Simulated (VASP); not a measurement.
# Li2H (P-3m1) in VASP: a series of runs

The runs below take Li2H through single point, with PBE.

All numbers are computed with VASP 6.6.1; they aren't measurements. Logs are shortened: lines on timing, memory, paths and dates and some standing lists are left out, and cuts for length are marked.

**1. The cell of the first run**

It takes space group P-3m1 (No. 164, trigonal). The conventional cell has a = 3.427 Å, b = 3.427 Å, c = 2.929 Å, α = 90.00°, β = 90.00°, γ = 120.00°. Li (site symmetry 3m) has 3 H at 2.09 Å and 6 Li at 2.40 to 2.53 Å within 2.8 Å. H (site symmetry -3m) has 6 Li at 2.09 Å within 2.8 Å.

**2. Single point, PBE**

INCAR reads:

```
SYSTEM = Li2H
ALGO = Normal ; EDIFF = 1E-6
ENCUT = 520 ; GGA = PE
ISIF = 2 ; ISMEAR = 0
LASPH = .True. ; LCHARG = .False.
LREAL = .False. ; LWAVE = .False.
NBANDS = 10 ; NELM = 80
PREC = Accurate ; SIGMA = 0.1
```

KPOINTS reads:

```
k-points
0
Gamma
  6 6 6
  0 0 0
```

POSCAR reads:

```
Li2H
1.0
    3.4273186800      0.0000000000      0.0000000000
   -1.7136593400      2.9681450500      0.0000000000
    0.0000000000      0.0000000000      2.9294697700
Li H
2 1
Direct
    0.3333333300      0.6666666700      0.2689920800
    0.6666666700      0.3333333300      0.7310079200
    0.0000000000      0.0000000000      0.5000000000
```

Potentials or basis: VASP PAW PBE potentials, release 64 (Li_sv, H).

The run is started by

```console
cat potpaw_PBE.64/Li_sv/POTCAR potpaw_PBE.64/H/POTCAR > POTCAR
mpirun -np 1 vasp_std > vasp.out
```

OUTCAR:

```text
SYSTEM = Li2H
   EDIFF = 1E-6
   ENCUT = 520
   GGA = PE
   ISIF = 2
   ISMEAR = 0
   LASPH = .True.
   LREAL = .False.
   NELM = 80
   PREC = Accurate

 ion  position               nearest neighbor table
   1  0.333  0.667  0.269-   2 2.40   2 2.40   2 2.40   2 2.53   2 2.53   2 2.53
   2  0.667  0.333  0.731-   1 2.40   1 2.40   1 2.40   1 2.53   1 2.53   1 2.53
   3  0.000  0.000  0.500-

  LATTYP: Found a hexagonal cell.
 ALAT       =     3.4273186800
 C/A-ratio  =     0.8547409925

  Lattice vectors:

 A1 = (   3.4273186800,   0.0000000000,   0.0000000000)
 A2 = (  -1.7136593400,   2.9681450500,   0.0000000000)
 A3 = (   0.0000000000,   0.0000000000,   2.9294697700)

Analysis of symmetry for initial positions (statically):
=====================================================================
 Subroutine PRICEL returns:
 Original cell was already a primitive cell.

 Routine SETGRP: Setting up the symmetry group for a
 hexagonal supercell.

 Subroutine GETGRP returns: Found 12 space group operations
 (whereof 12 operations were pure point group operations)
 out of a pool of 24 trial point group operations.

The static configuration has the point symmetry D_3d.

Analysis of symmetry for dynamics (positions and initial velocities):
=====================================================================
 Subroutine PRICEL returns:
 Original cell was already a primitive cell.

 Routine SETGRP: Setting up the symmetry group for a
 hexagonal supercell.

 Subroutine GETGRP returns: Found 12 space group operations
 (whereof 12 operations were pure point group operations)
 out of a pool of 24 trial point group operations.

The dynamic configuration has the point symmetry D_3d.

 Subroutine INISYM returns: Found 12 space group operations
 (whereof 12 operations are pure point group operations),
 and found     1 'primitive' translations

----------------------------------------------------------------------------------------

                                     Primitive cell

  volume of cell :      29.8008

  direct lattice vectors                    reciprocal lattice vectors
     3.427318680  0.000000000  0.000000000     0.291773276  0.168455379  0.000000000
    -1.713659340  2.968145050  0.000000000     0.000000000  0.336910758  0.000000000
     0.000000000  0.000000000  2.929469770     0.000000000  0.000000000  0.341358703

  length of vectors
     3.427318680  3.427318685  2.929469770     0.336910759  0.336910758  0.341358703

  position of ions in fractional coordinates (direct lattice)
     0.333333330  0.666666670  0.268992080
     0.666666670  0.333333330  0.731007920
     0.000000000  0.000000000  0.500000000

  ion indices of the primitive-cell ions
   primitive index   ion index
                 1           1
                 2           2
                 3           3

----------------------------------------------------------------------------------------

 KPOINTS: k-points

Automatic generation of k-mesh.
 Grid dimensions read from file:
 generate k-points for:    6    6    6

 Generating k-lattice:

  Cartesian coordinates                     Fractional coordinates (reciprocal lattice)
     0.048628879  0.028075897  0.000000000     0.166666667  0.000000000  0.000000000
     0.000000000  0.056151793  0.000000000     0.000000000  0.166666667  0.000000000
     0.000000000  0.000000000  0.056893117     0.000000000  0.000000000  0.166666667

  Length of vectors
     0.056151793  0.056151793  0.056893117

  Shift w.r.t. Gamma in fractional coordinates (k-lattice)
     0.000000000  0.000000000  0.000000000

 Subroutine IBZKPT returns following result:
 ===========================================

 Found     34 irreducible k-points:

 Following reciprocal coordinates:
            Coordinates               Weight
  0.000000  0.000000  0.000000      1.000000
  0.166667 -0.000000  0.000000      6.000000
  0.333333 -0.000000  0.000000      6.000000
  0.500000 -0.000000  0.000000      3.000000
  0.166667  0.166667  0.000000      6.000000
  0.333333  0.166667  0.000000     12.000000
[... 16 lines left out ...]
  0.500000 -0.000000  0.333333      6.000000
  0.166667  0.166667  0.333333     12.000000
 [... further k-points ...]
   k-points           NKPTS =     34   k-points in BZ     NKDIM =     34   number of bands    NBANDS=     10
   number of dos      NEDOS =    301   number of ions     NIONS =      3
   total plane-waves  NPLWV =  18816
   dimension x,y,z NGX =    28 NGY =   28 NGZ =   24
   dimension x,y,z NGXF=    56 NGYF=   56 NGZF=   48
   ions per type =               2   1
   NGX,Y,Z   is equivalent  to a cutoff of  13.58, 13.58, 13.62 a.u.
   NGXF,Y,Z  is equivalent  to a cutoff of  27.16, 27.16, 27.24 a.u.
 SYSTEM =  Li2H
   PREC   = accura    normal or accurate (medium, high low for compatibility)
   ISTART =      0    job   : 0-new  1-cont  2-samecut
   ICHARG =      2    charge: 1-file 2-atom 10-const
   ISPIN  =      1    spin polarized calculation?
   LNONCOLLINEAR =      F non collinear calculations
   LSORBIT =      F    spin-orbit coupling
   LASPH  =      T    aspherical Exc in radial PAW
   ENCUT  =  520.0 eV  38.22 Ry    6.18 a.u.   6.37  6.37  5.45*2*pi/ulx,y,z
   NELM   =     80;   NELMIN=  2; NELMDL= -5     # of ELM steps
   EDIFF  = 0.1E-05   stopping-criterion for ELM
   LREAL  =      F    real-space projection
   EDIFFG = 0.1E-04   stopping-criterion for IOM
   NSW    =      0    number of steps for IOM
   IBRION =     -1    ionic relax: 0-MD 1-quasi-New 2-CG
   NFREE  =      0    steps in history (QN), initial steepest desc. (CG)
   ISIF   =      2    stress and relaxation
   ISYM   =      2    0-nonsym 1-usesym 2-fastsym
   POTIM  = 0.5000    time-step for ionic-motion
   TEBEG  =    0.0;   TEEND  =   0.0 temperature during run
   PSTRESS=    0.0 pullay stress
   NELECT =       7.0000    total number of electrons
   NUPDOWN=      -1.0000    fix difference up-down
   EMIN   =  10.00;   EMAX   =-10.00  energy-range for DOS
   EFERMI =   0.00;   METHOD = LEGACY
   ISMEAR =     0;   SIGMA  =   0.10  broadening in eV -4-tet -1-fermi 0-gaus
   EFERMI_NEDOS =   21; number of points for ismear=-14 and -15
   IALGO  =     38    algorithm
   IMIX   =      4    mixing-type and parameters
     AMIX     =   0.40;   BMIX     =  1.00
     AMIX_MAG =   1.60;   BMIX_MAG =  1.00
  volume/ion in A,a.u.               =       9.93        67.04
  Fermi-wavevector in a.u.,A,eV,Ry     =   1.010101  1.908813 13.882068  1.020303
  Thomas-Fermi vector in A             =   2.143069
   LORBIT       =      0    0 simple, 1 ext, 2 COOP (PROOUT), +10 PAW based schemes
   GGA     = PE    functional components
   LHFCALC =     F    Hartree Fock is set to
   AEXX    =    0.0000 exact exchange contribution
   IVDW    =     0    specifies the selected vdW correction
   LEPSILON=     F    determine dielectric tensor
   LRPA    =     F    only Hartree local field effects (RPA)
 non-spin polarized calculation
 Gauss-broadening in eV      SIGMA  =   0.10
  energy-cutoff  :      520.00
  volume of cell :       29.80
 maximum number of plane-waves:       827
 NGX is ok and might be reduce to    28
   NGX = 13   NGY = 13   NGZ = 11

 number of electron       6.9999994 magnetization

 Free energy of the ion-electron system (eV)
  ---------------------------------------------------
  ext. energy  EPLUGINS =         0.00000000
  ---------------------------------------------------
  free energy    TOTEN  =        -6.52089619 eV

  energy without entropy =       -6.51036525  energy(sigma->0) =       -6.51563072

 E-fermi :   2.5104     XC(G=0):  -8.3835

 val. band max:        2.5051033127   @ k =   0.5000  -0.0000   0.5000
 cond. band min:       2.5279906777   @ k =   0.3333   0.1667   0.5000
 fundamental gap:      0.0228873651
 Fermi energy:         2.5104373681

 k-point     1 :       0.0000    0.0000    0.0000
  band No.  band energies     occupation
      1     -44.3275      2.00000
      2     -44.1484      2.00000
      3      -4.3738      2.00000
      4       6.9781      0.00000
      5       9.0317      0.00000
      6       9.0317      0.00000
      7      10.6650      0.00000
      8      10.6651      0.00000
      9      11.4661      0.00000
     10      11.9779      0.00000

 k-point     2 :       0.1667   -0.0000    0.0000
  band No.  band energies     occupation
      1     -44.3160      2.00000
      2     -44.1581      2.00000
      3      -4.1347      2.00000
      4       5.5346      0.00000
      5       7.4127      0.00000
      6       7.7087      0.00000
      7      10.5947      0.00000
      8      13.0666      0.00000
      9      13.1653      0.00000
     10      14.8750      0.00000

 k-point     3 :       0.3333   -0.0000    0.0000
  band No.  band energies     occupation
      1     -44.2867      2.00000
      2     -44.1836      2.00000
      3      -3.5099      2.00000
      4       2.8317      0.00001
      5       6.0693      0.00000
      6       7.6437      0.00000
      7      11.3716      0.00000
      8      14.8071      0.00000
      9      16.9532      0.00000
     10      17.0169      0.00000

 k-point     4 :       0.5000   -0.0000    0.0000
  band No.  band energies     occupation
      1     -44.2639      2.00000
      2     -44.2046      2.00000
      3      -3.0546      2.00000
      4       1.6256      2.00000
      5       5.6132      0.00000
      6       7.6482      0.00000
      7      12.9339      0.00000
      8      13.6860      0.00000
      9      16.5159      0.00000
     10      18.1052      0.00000
[... 222 lines left out ...]
 k-point    22 :       0.0000    0.3333    0.3333
  band No.  band energies     occupation
      1     -44.2552      2.00000
      2     -44.1991      2.00000
      3      -2.3025      2.00000
      4       3.2748      0.00000
      5       4.0444      0.00000
      6       7.9232      0.00000
      7       9.8150      0.00000
      8      12.2534      0.00000
      9      13.6880      0.00000
     10      14.9658      0.00000

 k-point    23 :       0.5000   -0.0000    0.3333
  band No.  band energies     occupation
      1     -44.2424      2.00000
      2     -44.2101      2.00000
      3      -1.8196      2.00000
      4       2.2508      1.99976
      5       5.0102      0.00000
      6       7.4256      0.00000
      7       7.4798      0.00000
      8      12.8781      0.00000
      9      13.2700      0.00000
     10      15.4838      0.00000

 k-point    24 :       0.1667    0.1667    0.3333
  band No.  band energies     occupation
      1     -44.2601      2.00000
      2     -44.1952      2.00000
      3      -2.4732      2.00000
      4       2.7719      0.00022
      5       5.2726      0.00000
      6       7.7120      0.00000
      7      10.5366      0.00000
      8      12.0947      0.00000
      9      13.4129      0.00000
     10      15.5726      0.00000

 [... further k-points ...]
[... 5 lines left out ...]
  --------------------------------------------------------------------------------------
  -------------------------------------------------------------------------------------
  Total        0.3148915      0.3148915      3.1184703      0.0000000     -0.0000000      0.0000000
  in kB       16.9294492     16.9294493    167.6577210      0.0000000     -0.0000000      0.0000000
  external PRESSURE =      67.1722065 kB  Pullay stress =       0.0000000 kB

 VOLUME and BASIS-vectors are now :
 -----------------------------------------------------------------------------
  energy-cutoff  :      520.00
  volume of cell :       29.80
      direct lattice vectors                 reciprocal lattice vectors
     3.427318680  0.000000000  0.000000000     0.291773276  0.168455379  0.000000000
    -1.713659340  2.968145050  0.000000000     0.000000000  0.336910758  0.000000000
     0.000000000  0.000000000  2.929469770     0.000000000  0.000000000  0.341358703

 POSITION                                       TOTAL-FORCE (eV/Angst)
 -----------------------------------------------------------------------------------
     -0.00000      1.97876      0.78800         0.000000      0.000000      0.071485
      1.71366      0.98938      2.14147         0.000000     -0.000000     -0.071485
      0.00000      0.00000      1.46473        -0.000000      0.000000      0.000000
 -----------------------------------------------------------------------------------
    total drift:                               -0.000000      0.000000     -0.000000

  FREE ENERGIE OF THE ION-ELECTRON SYSTEM (eV)
  ---------------------------------------------------
  free  energy   TOTEN  =        -6.5208961887 eV

  energy  without entropy=       -6.5103652486  energy(sigma->0) =       -6.51563072
```

It took 5.7 s on 1 thread of Intel Xeon Platinum 8488C (Sapphire Rapids), shared host; peak memory 0.14 GiB.

Results:

```
Free energy   : -6.5209 eV
Largest force : 0.071 eV/Å
```

Forces on the atoms (eV/Å):
```
Li   0.000  0.000  0.071
Li   0.000  0.000 -0.071
H    0.000  0.000  0.000
```

Caveat: the cutoff is under 1.25 times the usual one of these potentials, so pressure, stress and relaxed cells hold a basis-set (Pulay) error.

**3. Single point, PBE**

This run uses another cell than the first one, of 11.60 Å³/atom, 1.168 times its volume.

INCAR reads:

```
SYSTEM = Li2H
ALGO     = Normal         ! electronic algorithm
EDIFF    = 1E-7           ! SCF threshold, eV
ENCUT    = 520            ! plane-wave cutoff, eV
GGA      = PE             ! functional
ISIF     = 2              ! what is computed and relaxed
ISMEAR   = 0              ! smearing method
LASPH    = .True.         ! aspherical terms in the spheres
LCHARG   = .False.        ! write CHGCAR
LREAL    = .False.        ! projectors in reciprocal space
LWAVE    = .False.        ! write WAVECAR
NBANDS   = 10             ! bands
NELM     = 80             ! most SCF steps
PREC     = Accurate       ! precision mode
SIGMA    = 0.1            ! smearing width, eV
```

KPOINTS is that of step 2.

POSCAR reads:

```
Li2H
1.0
    2.8263697207      0.0000000000      0.0000000000
   -1.4131848604      2.4477079786      0.0000000000
    0.0000000000      0.0000000000      5.0313494255
Li H
2 1
Direct
    0.3333333333      0.6666666667      0.2636444238
    0.6666666667      0.3333333333      0.7363555762
    0.0000000000      0.0000000000      0.5000000000
```

Potentials or basis: VASP PAW PBE potentials, release 64 (Li_sv, H).

The run is started by

```console
cat potpaw_PBE.64/Li_sv/POTCAR potpaw_PBE.64/H/POTCAR > POTCAR
mpirun -np 1 vasp_std > vasp.out
```

OUTCAR:

```text
SYSTEM = Li2H
   EDIFF = 1E-7
   ENCUT = 520
   GGA = PE
   ISIF = 2
   ISMEAR = 0
   LASPH = .True.
   LREAL = .False.
   NELM = 80
   PREC = Accurate

 ion  position               nearest neighbor table
   1  0.333  0.667  0.264-
   2  0.667  0.333  0.736-
   3  0.000  0.000  0.500-

  LATTYP: Found a hexagonal cell.
 ALAT       =     2.8263697207
 C/A-ratio  =     1.7801455304

  Lattice vectors:

 A1 = (   2.8263697207,   0.0000000000,   0.0000000000)
 A2 = (  -1.4131848604,   2.4477079786,   0.0000000000)
[... 492 lines left out ...]
      6       7.6130      0.00000
      7      10.1345      0.00000
      8      11.0981      0.00000
      9      12.8481      0.00000
     10      13.4930      0.00000

 [... further k-points ...]
[... 5 lines left out ...]
  --------------------------------------------------------------------------------------
  -------------------------------------------------------------------------------------
  Total       -0.0233130     -0.0233130     -0.0195898      0.0000000      0.0000000     -0.0000000
  in kB       -1.0730895     -1.0730895     -0.9017129      0.0000000      0.0000000     -0.0000000
  external PRESSURE =      -1.0159640 kB  Pullay stress =       0.0000000 kB

 VOLUME and BASIS-vectors are now :
 -----------------------------------------------------------------------------
  energy-cutoff  :      520.00
  volume of cell :       34.81
      direct lattice vectors                 reciprocal lattice vectors
     2.826369721  0.000000000  0.000000000     0.353810753  0.204272734  0.000000000
    -1.413184860  2.447707979  0.000000000     0.000000000  0.408545467  0.000000000
     0.000000000  0.000000000  5.031349426     0.000000000  0.000000000  0.198753836

 POSITION                                       TOTAL-FORCE (eV/Angst)
 -----------------------------------------------------------------------------------
     -0.00000      1.63181      1.32649        -0.000000      0.000000      0.012184
      1.41318      0.81590      3.70486         0.000000     -0.000000     -0.012184
      0.00000      0.00000      2.51567         0.000000     -0.000000      0.000000
 -----------------------------------------------------------------------------------
    total drift:                                0.000000     -0.000000     -0.000000

  FREE ENERGIE OF THE ION-ELECTRON SYSTEM (eV)
  ---------------------------------------------------
  free  energy   TOTEN  =        -7.8979792647 eV

  energy  without entropy=       -7.8960160612  energy(sigma->0) =       -7.89699766
```

stdout:

```text
POSCAR found type information on POSCAR LiH
 POSCAR found :  2 types and       3 ions
 scaLAPACK will be used
 LDA part: xc-table for (Slater+PW92), standard interpolation
 POSCAR, INCAR and KPOINTS ok, starting setup
 FFT: planning ... GRIDC
 FFT: planning ... GRID_SOFT
 FFT: planning ... GRID
 WAVECAR not read
 entering main loop
```

Run time: 7.4 s. Hardware: 1 thread of Intel Xeon Platinum 8488C (Sapphire Rapids), shared host; peak memory 0.15 GiB.

What came out:

```
Free energy   : -7.8980 eV
Largest force : 0.012 eV/Å
```

Forces on the atoms (eV/Å):
```
Li   0.000  0.000  0.012
Li   0.000  0.000 -0.012
H    0.000  0.000  0.000
```

Levels at points of the mesh, in eV from the Fermi level:
```csv
k point,band 2,band 3,band 4,band 5,band 6,band 7
"(0.00, 0.00, 0.00)",-46.89,-7.31,-2.10,1.86,11.84,13.27
"(0.50, 0.00, 0.00)",-46.87,-4.49,0.45,3.15,4.18,5.50
"(0.00, 0.00, 0.50)",-46.90,-7.18,-3.07,5.87,6.66,12.08
"(0.50, 0.00, 0.50)",-46.87,-4.35,0.04,2.64,3.06,8.85
```

Caveat: the k points lie up to 0.43 Å⁻¹ apart; the cutoff is under 1.25 times the usual one of these potentials, so pressure, stress and relaxed cells hold a basis-set (Pulay) error.
